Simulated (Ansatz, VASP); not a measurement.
**Two plane-wave programs on SnO**

The input INCAR:

```
  PREC = Accurate
  ENCUT = 520
  EDIFF = 1E-6
  ISMEAR = 0
  SIGMA = 0.15
  LREAL = F
  LASPH = T
  NELM = 80
  ALGO = Normal
  ISIF = 2
  LWAVE = F
  LCHARG = F
  GGA = PS
  NBANDS = 28
```

Contents of KPOINTS:

```
Automatic mesh
0
Gamma
  10 10 8
```

POSCAR

```
SnO
1.0
    3.8046173858      0.0000000000      0.0000000000
    0.0000000000      3.8046173858      0.0000000000
    0.0000000000      0.0000000000      5.3199000000
Sn O
2 2
Direct
    0.0000000000      0.5000000000      0.2425296443
    0.5000000000      0.0000000000      0.7574703557
    0.0000000000      0.0000000000      0.0000000000
    0.5000000000      0.5000000000      0.0000000000
```

Input for Ansatz:

```yaml
crystal:
  lattice:
    - [3.8046173858, 0.0, 0.0]
    - [0.0, 3.8046173858, 0.0]
    - [0.0, 0.0, 5.3199]
  atoms:
    - { symbol: Sn, position: [0.0, 0.5, 0.2425296443] }
    - { symbol: Sn, position: [0.5, 0.0, 0.7574703557] }
    - { symbol: O, position: [0.0, 0.0, 0.0] }
    - { symbol: O, position: [0.5, 0.5, 0.0] }
basis:
  ecutwfc: 520.0
kpoints:
  mp_grid: { grid: [10, 10, 8] }
hamiltonian:
  xc: pbesol
scf:
  occupations: { method: gaussian, width: 0.15 }
output:
  forces: true
  stress: true
  eigenvalues: true
  write_density: true
  write_potential: true
  elf: true
  volumetric_format: npy
```

Alike in both runs: task single point; functional PBEsol; k mesh 10 × 10 × 8; occupations gaussian, width 0.15 eV; no spin polarisation.

|  | VASP | Ansatz |
| --- | --- | --- |
| version | VASP 6.6.1 | Ansatz 0.2.0 |
| potentials or method | VASP PAW PBE potentials, release 64 (Sn_d, O), cutoff 520 eV | scalar-relativistic, plane waves, PAW |
| valence electrons in the cell | 40 | 40 |

```tsv
	VASP	Ansatz	Ansatz less VASP
gap on the k mesh at the Fermi level (eV)	none	none	-
pressure (GPa)	-7.6	-7.8	-0.16
traceless stress, the component that is largest in VASP (GPa)	-5.04	-5.08	-0.042
rms of the force components (eV/Å)	0.836	0.863	+0.0271
```

VASP's potentials were made for PBE, not for PBEsol. Atom by atom the forces differ by 0.027 eV/Å (rms over components). A gap of «none» marks a metal or a gap that the smearing closes. With one functional, cell and mesh, what is left measures potentials, basis and numerics.
